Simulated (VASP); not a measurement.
## MoS: single point with PBEsol

Slab: MoS, a slab with vacuum.

```
CELL_PARAMETERS angstrom
3.14312 0.00000 0.00000
-1.57156 2.72202 0.00000
0.00000 0.00000 21.28329
ATOMIC_POSITIONS crystal
Mo 0.66667 0.33333 0.36562
Mo 0.33333 0.66667 0.63437
S 0.33333 0.66667 0.43444
S 0.00000 0.00000 0.56555
```

* Program: VASP 6.6.1
* Task: single point
* Functional: PBEsol
* Potentials or basis: VASP PAW PBE potentials, release 64 (Mo_sv, S)
* Cutoff: 520 eV
* k mesh: 9 × 9 × 1
* Occupations: gaussian, width 0.05 eV
* Spin: no spin polarisation

```yaml
Largest_force: 0.022 eV/Å
Band_gap_on_the_k_mesh: zero (band 20 reaches 0.66 eV, above the bottom of band 21 at 0.59 eV)
```

Forces on the atoms (eV/Å):
```
Mo   0.000  0.000 -0.022
Mo   0.000  0.000  0.022
S    0.000  0.000  0.011
S    0.000  0.000 -0.011
```

Levels at points of the mesh, in eV from the Fermi level:
| k point | band 16 | band 17 | band 18 | band 19 | band 20 | band 21 | band 22 | band 23 | band 24 | band 25 |
| --- | --- | --- | --- | --- | --- | --- | --- | --- | --- | --- |
| (0.00, 0.00, 0.00) | -2.86 | -0.88 | -0.58 | -0.53 | 0.03 | 0.03 | 0.05 | 0.05 | 0.98 | 2.96 |

Run time: 90 s on 1 thread of Intel(R) Xeon(R) Platinum 8488C (Sapphire Rapids), with other jobs on the host, peak memory 0.3 GiB.

Caveat: the PAW data sets were made with another functional, which shifts forces and pressure a little.
